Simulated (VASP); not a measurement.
A run of VASP 6.6.1:

The input INCAR:

```
SYSTEM = Hf2Pd2Se2Br2O3
PREC = Accurate ; ENCUT = 520
EDIFF = 1E-7 ; ISMEAR = -1
SIGMA = 0.05 ; LREAL = .FALSE.
LASPH = .TRUE. ; NELM = 60
ALGO = Fast ; ISIF = 2
LWAVE = .FALSE. ; LCHARG = .FALSE.
GGA = PE ; IVDW = 12
NBANDS = 53
```

The input KPOINTS:

```
Automatic mesh
0
G
  4 4 3
  0 0 0
```

Contents of POSCAR:

```
Hf2Pd2Se2Br2O3
1.0
    5.6585424325     -0.0000028364      0.0000000000
   -2.8292687599      4.9004429132      0.0000000000
    0.0000000000      0.0000000000      8.2725888714
Hf Pd Se Br O
2 2 2 2 3
Direct
    0.3333333333      0.6666666667      0.5409238574
    0.6666666667      0.3333333333      0.5409238574
    0.3333333333      0.6666666667      0.1397759496
    0.6666666667      0.3333333333      0.1397759496
    0.3333333333      0.6666666667      0.8607543754
    0.6666666667      0.3333333333      0.8607543754
    0.0000000000      0.0000000000      0.1403351476
    0.0000000000      0.0000000000      0.6533241345
    0.5000000000      0.0000000000      0.4193907844
    0.0000000000      0.5000000000      0.4193907844
    0.5000000000      0.5000000000      0.4193907844
```

Potentials or basis: VASP PAW PBE potentials, release 64 (Hf_pv, Pd, Se, Br, O).

Command:

```bash
$ cat potpaw_PBE.64/Hf_pv/POTCAR potpaw_PBE.64/Pd/POTCAR potpaw_PBE.64/Se/POTCAR potpaw_PBE.64/Br/POTCAR potpaw_PBE.64/O/POTCAR > POTCAR
$ mpirun -np 1 vasp_std > vasp.out
```

Hardware: 1 thread of Oxide Virtual Turin-like Processor (shared host).

**Question.** How long does it take, and how much memory?

**Answer.** Run time: 2.9 min on 1 thread of Oxide Virtual Turin-like Processor, on a shared host, peak memory 0.37 GiB. Counts: scf iterations 20, k points 8.
